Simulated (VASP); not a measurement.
# Hf (Im-3m) in VASP: a series of runs

Hf is run at these levels: LDA; tasks: single point.

Program: VASP 6.6.1. These are calculated values, not measurements. Logs are shortened: lines on timing, memory, paths and dates and some standing lists are left out, and cuts for length are marked.

### 1 The cell of the first run

Symmetry: Im-3m, No. 229, cubic system. The conventional cell has a = 3.586 Å, b = 3.586 Å, c = 3.586 Å, α = 90.00°, β = 90.00°, γ = 90.00°. Hf (site symmetry m-3m) has 14 Hf at 3.11 to 3.59 Å within 4.1 Å.

### 2 Single point, LDA (volume scaled by 0.98)

INCAR reads:

```
ALGO = Fast
EDIFF = 1E-7
ENCUT = 520
GGA = CA
ISIF = 2
ISMEAR = -1
LASPH = T
LCHARG = T
LELF = T
LREAL = F
LVHAR = T
LWAVE = F
NBANDS = 11
NELM = 60
PREC = Accurate
SIGMA = 0.05
```

KPOINTS reads:

```
k-points
0
Gamma
  10 10 10
```

POSCAR reads:

```
Hf
1.0
   -1.7928855410      1.7928855410      1.7928855410
    1.7928855410     -1.7928855410      1.7928855410
    1.7928855410      1.7928855410     -1.7928855410
Hf
1
Direct
    0.0000000000      0.0000000000      0.0000000000
```

Potentials or basis: VASP PAW LDA potentials, release 64 (Hf_pv).

Run with:

```console
$ cat potpaw_LDA.64/Hf_pv/POTCAR > POTCAR
$ mpirun -np 1 vasp_std > vasp.out
```

OUTCAR:

```text
EDIFF = 1E-7
   ENCUT = 520
   GGA = CA
   ISIF = 2
   ISMEAR = -1
   LASPH = T
   LREAL = F
   NELM = 60
   PREC = Accurate

 ion  position               nearest neighbor table
   1  0.000  0.000  0.000-

  LATTYP: Found a body centered cubic cell.
 ALAT       =     3.5857710820

  Lattice vectors:

 A1 = (  -1.7928855410,   1.7928855410,   1.7928855410)
 A2 = (   1.7928855410,  -1.7928855410,   1.7928855410)
 A3 = (   1.7928855410,   1.7928855410,  -1.7928855410)

Analysis of symmetry for initial positions (statically):
=====================================================================
 Subroutine PRICEL returns:
 Original cell was already a primitive cell.

 Routine SETGRP: Setting up the symmetry group for a
 body centered cubic supercell.

 Subroutine GETGRP returns: Found 48 space group operations
[... 9 lines left out ...]

 Routine SETGRP: Setting up the symmetry group for a
 body centered cubic supercell.

 Subroutine GETGRP returns: Found 48 space group operations
[... 11 lines left out ...]
                                     Primitive cell

  volume of cell :      23.0525

  direct lattice vectors                    reciprocal lattice vectors
    -1.792885541  1.792885541  1.792885541     0.000000000  0.278880045  0.278880045
     1.792885541 -1.792885541  1.792885541     0.278880045  0.000000000  0.278880045
     1.792885541  1.792885541 -1.792885541     0.278880045  0.278880045  0.000000000

  length of vectors
     3.105368849  3.105368849  3.105368849     0.394395942  0.394395942  0.394395942

  position of ions in fractional coordinates (direct lattice)
     0.000000000  0.000000000  0.000000000

  ion indices of the primitive-cell ions
   primitive index   ion index
                 1           1

----------------------------------------------------------------------------------------

 KPOINTS: k-points

Automatic generation of k-mesh.
 Grid dimensions read from file:
 generate k-points for:   10   10   10

 Generating k-lattice:

  Cartesian coordinates                     Fractional coordinates (reciprocal lattice)
     0.000000000  0.027888004  0.027888004     0.100000000  0.000000000  0.000000000
     0.027888004  0.000000000  0.027888004     0.000000000  0.100000000  0.000000000
     0.027888004  0.027888004  0.000000000     0.000000000  0.000000000  0.100000000

  Length of vectors
     0.039439594  0.039439594  0.039439594

  Shift w.r.t. Gamma in fractional coordinates (k-lattice)
     0.000000000  0.000000000  0.000000000

 Subroutine IBZKPT returns following result:
 ===========================================

 Found     47 irreducible k-points:

 Following reciprocal coordinates:
            Coordinates               Weight
  0.000000  0.000000  0.000000      1.000000
  0.100000  0.000000  0.000000     12.000000
  0.200000  0.000000  0.000000     12.000000
  0.300000  0.000000  0.000000     12.000000
  0.400000  0.000000  0.000000     12.000000
  0.500000  0.000000  0.000000      6.000000
[... 16 lines left out ...]
  0.300000  0.300000  0.100000      8.000000
 -0.300000  0.300000  0.100000     24.000000
 [... further k-points ...]
   k-points           NKPTS =     47   k-points in BZ     NKDIM =     47   number of bands    NBANDS=     11
   number of dos      NEDOS =    301   number of ions     NIONS =      1
   total plane-waves  NPLWV =  13824
   dimension x,y,z NGX =    24 NGY =   24 NGZ =   24
   dimension x,y,z NGXF=    48 NGYF=   48 NGZF=   48
   ions per type =               1
   NGX,Y,Z   is equivalent  to a cutoff of  12.85, 12.85, 12.85 a.u.
   NGXF,Y,Z  is equivalent  to a cutoff of  25.70, 25.70, 25.70 a.u.
 SYSTEM =  unknown system
   PREC   = accura    normal or accurate (medium, high low for compatibility)
   ISTART =      0    job   : 0-new  1-cont  2-samecut
   ICHARG =      2    charge: 1-file 2-atom 10-const
   ISPIN  =      1    spin polarized calculation?
   LNONCOLLINEAR =      F non collinear calculations
   LSORBIT =      F    spin-orbit coupling
   LASPH  =      T    aspherical Exc in radial PAW
   ENCUT  =  520.0 eV  38.22 Ry    6.18 a.u.   5.77  5.77  5.77*2*pi/ulx,y,z
   NELM   =     60;   NELMIN=  2; NELMDL= -5     # of ELM steps
   EDIFF  = 0.1E-06   stopping-criterion for ELM
   LREAL  =      F    real-space projection
   EDIFFG = 0.1E-05   stopping-criterion for IOM
   NSW    =      0    number of steps for IOM
   IBRION =     -1    ionic relax: 0-MD 1-quasi-New 2-CG
   NFREE  =      0    steps in history (QN), initial steepest desc. (CG)
   ISIF   =      2    stress and relaxation
   ISYM   =      2    0-nonsym 1-usesym 2-fastsym
   POTIM  = 0.5000    time-step for ionic-motion
   TEBEG  =    0.0;   TEEND  =   0.0 temperature during run
   PSTRESS=    0.0 pullay stress
   NELECT =      10.0000    total number of electrons
   NUPDOWN=      -1.0000    fix difference up-down
   EMIN   =  10.00;   EMAX   =-10.00  energy-range for DOS
   EFERMI =   0.00;   METHOD = LEGACY
   ISMEAR =    -1;   SIGMA  =   0.05  broadening in eV -4-tet -1-fermi 0-gaus
   EFERMI_NEDOS =   21; number of points for ismear=-14 and -15
   IALGO  =     68    algorithm
   IMIX   =      4    mixing-type and parameters
     AMIX     =   0.40;   BMIX     =  1.00
     AMIX_MAG =   1.60;   BMIX_MAG =  1.00
  volume/ion in A,a.u.               =      23.05       155.57
  Fermi-wavevector in a.u.,A,eV,Ry     =   1.239279  2.341897 20.895982  1.535811
  Thomas-Fermi vector in A             =   2.373769
   LORBIT       =      0    0 simple, 1 ext, 2 COOP (PROOUT), +10 PAW based schemes
   GGA     = CA    functional components
   LHFCALC =     F    Hartree Fock is set to
   AEXX    =    0.0000 exact exchange contribution
   IVDW    =     0    specifies the selected vdW correction
   LEPSILON=     F    determine dielectric tensor
   LRPA    =     F    only Hartree local field effects (RPA)
 non-spin polarized calculation
 RMM-DIIS sequential band-by-band and
  energy-cutoff  :      520.00
  volume of cell :       23.05
 maximum number of plane-waves:       638
   NGX = 11   NGY = 11   NGZ = 11

 number of electron      10.0000003 magnetization

 Free energy of the ion-electron system (eV)
  ---------------------------------------------------
  ext. energy  EPLUGINS =         0.00000000
  ---------------------------------------------------
  free energy    TOTEN  =       -10.45761065 eV

  energy without entropy =      -10.44330283  energy(sigma->0) =      -10.45045674

 E-fermi :   4.2529     XC(G=0): -11.3347

 val. band max:        4.2282465487   @ k =  -0.4000   0.4000   0.1000
 cond. band min:       4.2664850363   @ k =   0.3000   0.1000   0.1000
 fundamental gap:      0.0382384876
 Fermi energy:         4.2529027577

 k-point     1 :       0.0000    0.0000    0.0000
  band No.  band energies     occupation
      1     -25.5448      2.00000
      2     -25.5448      2.00000
      3     -25.5448      2.00000
      4      -2.6322      2.00000
      5       5.6594      0.00000
      6       5.6594      0.00000
      7       5.6594      0.00000
      8       8.3650      0.00000
      9       8.3650      0.00000
     10      17.4745      0.00000
     11      17.4745      0.00000

 k-point     2 :       0.1000    0.0000    0.0000
  band No.  band energies     occupation
      1     -25.6215      2.00000
      2     -25.5690      2.00000
      3     -25.5450      2.00000
      4      -2.2769      2.00000
      5       5.4224      0.00000
      6       5.5547      0.00000
      7       6.0096      0.00000
      8       8.0282      0.00000
      9       8.3664      0.00000
     10      17.7705      0.00000
     11      18.1209      0.00000

 k-point     3 :       0.2000    0.0000    0.0000
  band No.  band energies     occupation
      1     -25.8176      2.00000
      2     -25.6318      2.00000
      3     -25.5457      2.00000
      4      -1.3085      2.00000
      5       4.8728      0.00001
      6       5.0786      0.00000
      7       7.0294      0.00000
      8       7.7816      0.00000
      9       8.4282      0.00000
     10      16.4436      0.00000
     11      17.9782      0.00000

 k-point     4 :       0.3000    0.0000    0.0000
  band No.  band energies     occupation
      1     -26.0506      2.00000
      2     -25.7083      2.00000
      3     -25.5465      2.00000
      4      -0.0729      2.00000
      5       4.2951      0.60154
      6       4.5742      0.00323
      7       8.0282      0.00000
      8       8.6096      0.00000
      9       8.6354      0.00000
     10      16.7283      0.00000
     11      17.0786      0.00000

 k-point     5 :       0.4000    0.0000    0.0000
  band No.  band energies     occupation
      1     -26.2324      2.00000
      2     -25.7694      2.00000
      3     -25.5473      2.00000
      4       0.7662      2.00000
      5       3.8858      1.99871
      6       4.8323      0.00002
      7       8.2441      0.00000
      8       8.9517      0.00000
      9      10.4494      0.00000
     10      14.8429      0.00000
     11      15.2840      0.00000
[... 211 lines left out ...]
 k-point    21 :       0.3000    0.2000    0.1000
  band No.  band energies     occupation
      1     -26.1455      2.00000
      2     -25.8848      2.00000
      3     -25.6822      2.00000
      4       2.4312      2.00000
      5       3.5475      2.00000
      6       4.1226      1.86250
      7       8.7583      0.00000
      8       9.1509      0.00000
      9      11.4970      0.00000
     10      13.1997      0.00000
     11      15.9915      0.00000

 k-point    22 :      -0.2000    0.2000    0.1000
  band No.  band energies     occupation
      1     -25.8180      2.00000
      2     -25.6574      2.00000
      3     -25.6058      2.00000
      4      -0.9822      2.00000
      5       5.1542      0.00000
      6       5.1717      0.00000
      7       6.7201      0.00000
      8       6.9134      0.00000
      9       9.0165      0.00000
     10      16.4422      0.00000
     11      18.1828      0.00000

 k-point    23 :       0.3000    0.3000    0.1000
  band No.  band energies     occupation
      1     -26.0244      2.00000
      2     -26.0244      2.00000
      3     -25.7058      2.00000
      4       2.8783      2.00000
      5       3.8081      1.99973
      6       3.8081      1.99973
      7       9.0678      0.00000
      8       9.0678      0.00000
      9      10.4209      0.00000
     10      14.7161      0.00000
     11      14.7161      0.00000

 k-point    24 :      -0.3000    0.3000    0.1000
  band No.  band energies     occupation
      1     -26.0401      2.00000
      2     -25.7351      2.00000
      3     -25.6038      2.00000
      4       0.2398      2.00000
      5       4.4644      0.02871
      6       4.6173      0.00137
      7       7.0997      0.00000
      8       8.4887      0.00000
      9       9.1085      0.00000
     10      16.1531      0.00000
     11      16.4772      0.00000

 [... further k-points ...]
[... 5 lines left out ...]
  --------------------------------------------------------------------------------------
  -------------------------------------------------------------------------------------
  Total       -1.6050728     -1.6050728     -1.6050728      0.0000000      0.0000000      0.0000000
  in kB     -111.5546348   -111.5546348   -111.5546348      0.0000000      0.0000000      0.0000000
  external PRESSURE =    -111.5546348 kB  Pullay stress =       0.0000000 kB

 VOLUME and BASIS-vectors are now :
 -----------------------------------------------------------------------------
  energy-cutoff  :      520.00
  volume of cell :       23.05
      direct lattice vectors                 reciprocal lattice vectors
    -1.792885541  1.792885541  1.792885541     0.000000000  0.278880045  0.278880045
     1.792885541 -1.792885541  1.792885541     0.278880045  0.000000000  0.278880045
     1.792885541  1.792885541 -1.792885541     0.278880045  0.278880045  0.000000000

 POSITION                                       TOTAL-FORCE (eV/Angst)
 -----------------------------------------------------------------------------------
      0.00000      0.00000      0.00000         0.000000     -0.000000     -0.000000
 -----------------------------------------------------------------------------------
    total drift:                                0.000000      0.000000      0.000000

  FREE ENERGIE OF THE ION-ELECTRON SYSTEM (eV)
  ---------------------------------------------------
  free  energy   TOTEN  =       -10.4576106454 eV

  energy  without entropy=      -10.4433028319  energy(sigma->0) =      -10.45045674
```

Run time: 15 s. Hardware: 1 thread of Intel Xeon 8259CL, shared host; peak memory 0.13 GiB.

Results:

* Free energy: -10.4576 eV
* Pressure: -11.2 GPa
* Band gap on the k mesh: zero (band 5 reaches 5.66 eV, above the bottom of band 6 at 3.52 eV)

Levels at points of the mesh, in eV from the Fermi level:
```csv
k point,band 3,band 4,band 5,band 6,band 7,band 8
"(0.00, 0.00, 0.00)",-29.80,-6.89,1.41,1.41,1.41,4.11
"(0.50, 0.00, 0.00)",-29.80,-3.29,-0.51,1.10,3.91,4.88
"(0.50, 0.50, 0.50)",-30.33,-2.46,-2.46,6.46,6.46,6.46
```

Caveat: spin-orbit coupling is left out, which moves the levels of the heavy elements.

### 3 Single point, LDA (volume scaled by 1.02)

INCAR reads:

```
SYSTEM = Hf
PREC = Accurate
ENCUT = 520
EDIFF = 1E-7
ISMEAR = -1
SIGMA = 0.05
LREAL = .False.
LASPH = .True.
NELM = 100
ALGO = Normal
ISIF = 2
LWAVE = .False.
LCHARG = .True.
LELF = .True.
LVHAR = .True.
NBANDS = 11
```

KPOINTS reads:

```
regular mesh
0
Gamma
  10 10 10
  0 0 0
```

POSCAR reads:

```
Hf
1.0
   -1.8169539908      1.8169539908      1.8169539908
    1.8169539908     -1.8169539908      1.8169539908
    1.8169539908      1.8169539908     -1.8169539908
Hf
1
Direct
    0.0000000000      0.0000000000      0.0000000000
```

Potentials or basis: VASP PAW LDA potentials, release 64 (Hf_pv).

Run with:

```console
$ cat potpaw_LDA.64/Hf_pv/POTCAR > POTCAR
$ mpirun -np 1 vasp_std > vasp.out
```

Run time: 12 s. Hardware: 1 thread of Intel Xeon 8259CL, shared host; peak memory 0.13 GiB.

Results (log left out):

| Item | Value |
| --- | --- |
| Free energy | -10.3837 eV |
| Pressure | -13.9 GPa |
| Band gap on the k mesh | zero (band 5 reaches 5.36 eV, above the bottom of band 6 at 3.29 eV) |

Levels at points of the mesh, in eV from the Fermi level:
```tsv
k point	band 3	band 4	band 5	band 6	band 7	band 8
(0.00, 0.00, 0.00)	-29.95	-6.75	1.37	1.37	1.37	3.96
(0.50, 0.00, 0.00)	-29.95	-3.17	-0.45	0.96	3.75	4.67
(0.50, 0.50, 0.50)	-30.42	-2.30	-2.30	6.17	6.17	6.17
```

Caveat: spin-orbit coupling is left out, which moves the levels of the heavy elements.

### 4 Single point, LDA (volume scaled by 1.04)

INCAR reads:

```
SYSTEM = Hf
PREC = Accurate ; ENCUT = 520
EDIFF = 1E-6 ; ISMEAR = -1
SIGMA = 0.05 ; LREAL = .False.
LASPH = .True. ; NELM = 60
ALGO = Normal ; ISIF = 2
LWAVE = .False. ; LCHARG = .False.
NBANDS = 11
```

KPOINTS reads:

```
Automatic mesh
0
Gamma
  10 10 10
  0 0 0
```

POSCAR reads:

```
Hf
1.0
   -1.8287527239      1.8287527239      1.8287527239
    1.8287527239     -1.8287527239      1.8287527239
    1.8287527239      1.8287527239     -1.8287527239
Hf
1
Direct
    0.0000000000      0.0000000000      0.0000000000
```

Run with:

```console
$ cat potpaw_LDA.64/Hf_pv/POTCAR > POTCAR
$ mpirun -np 1 vasp_std > vasp.out
```

It took 12 s on 1 thread of Intel Xeon 8259CL, shared host; peak memory 0.13 GiB.

Results (log left out):

```yaml
Free_energy: -10.3411 eV
Pressure: -15.1 GPa
Band_gap_on_the_k_mesh: zero (band 5 reaches 5.22 eV, above the bottom of band 6 at 3.18 eV)
```

Levels at points of the mesh, in eV from the Fermi level:
```csv
k point,band 1,band 2,band 3,band 4,band 5,band 6,band 7,band 8,band 9,band 10
"(0.00, 0.00, 0.00)",-30.02,-30.02,-30.02,-6.69,1.35,1.35,1.35,3.89,3.89,11.97
"(0.50, 0.00, 0.00)",-30.64,-30.23,-30.02,-3.12,-0.42,0.91,3.67,4.57,6.75,8.91
"(0.50, 0.50, 0.50)",-30.46,-30.46,-30.46,-2.22,-2.22,6.03,6.03,6.03,6.63,6.63
```

Caveat: spin-orbit coupling is left out, which moves the levels of the heavy elements.

### 5 Summary

```tsv
cell	gap on the mesh (eV)	pressure (GPa)
a = 3.105 Å, angles 109.5°, 1 atom	none	-11.2
a = 3.147 Å, angles 109.5°, 1 atom	none	-13.9
a = 3.167 Å, angles 109.5°, 1 atom	none	-15.1
```

Alike in all rows: task single point; level LDA; potentials or basis VASP PAW LDA potentials, release 64 (Hf_pv); no spin polarisation; k mesh 10 × 10 × 10; cutoff (eV) 520; smearing fermi-dirac 0.05 eV.

Caveats: spin-orbit coupling is left out, which moves the levels of the heavy elements.

Absolute energies hang on the potentials; compare differences alone.
